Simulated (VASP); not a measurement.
Write the native input for VASP 6.6.1 that does the following.

```yaml
Task: single point
Functional: LDA
Potentials_or_basis: VASP PAW LDA potentials, release 64 (Cd)
Cutoff: 520 eV
k_mesh: 18 × 18 × 18
Occupations: gaussian, width 0.15 eV
Spin: no spin polarisation
Dipole_correction: no
Further_INCAR_settings: ALGO = Fast; EDIFF = 1e-07; NBANDS = 12
```

The structure of Cd lies in POSCAR:

```
Cd
1.0
   -0.1109074875      2.2181497500      2.2181497500
    2.2181497500     -0.1109074875      2.2181497500
    2.1072422625      2.1072422625      0.0000000000
Cd
1
Direct
    0.0000000000      0.0000000000      0.0000000000
```

This cell differs from its parent crystal: strain -0.1000 x Voigt [0, 0, 0, 0, 0, 1].

These files were run (other wordings do the same):

INCAR

```
PREC     = Accurate       # precision mode
ENCUT    = 520            # plane-wave cutoff, eV
EDIFF    = 1E-7           # SCF threshold, eV
ISMEAR   = 0              # smearing method
SIGMA    = 0.15           # smearing width, eV
LREAL    = False          # projectors in reciprocal space
LASPH    = True           # aspherical terms in the spheres
NELM     = 80             # most SCF steps
ALGO     = Fast           # electronic algorithm
ISIF     = 2              # what is computed and relaxed
LWAVE    = False          # write WAVECAR
LCHARG   = False          # write CHGCAR
NBANDS   = 12             # bands
```

KPOINTS

```
regular mesh
0
Gamma
  18 18 18
```

Potentials or basis: VASP PAW LDA potentials, release 64 (Cd).

Run with:

```bash
$ cat potpaw_LDA.64/Cd/POTCAR > POTCAR
$ mpirun -np 1 vasp_std > vasp.out
```

Results of the run:

| Property | Result |
| --- | --- |
| Pressure | -4.1 GPa |
| Band gap on the k mesh | zero (bands 6 and 7 overlap by 3.73 eV) |

Caveat: the cell differs from its parent crystal (strain -0.1000 x Voigt [0, 0, 0, 0, 0, 1]); the cell stands under tension.

It took 3.9 min on 1 thread of Oxide Virtual Turin-like Processor (shared host), peak memory 0.28 GiB.
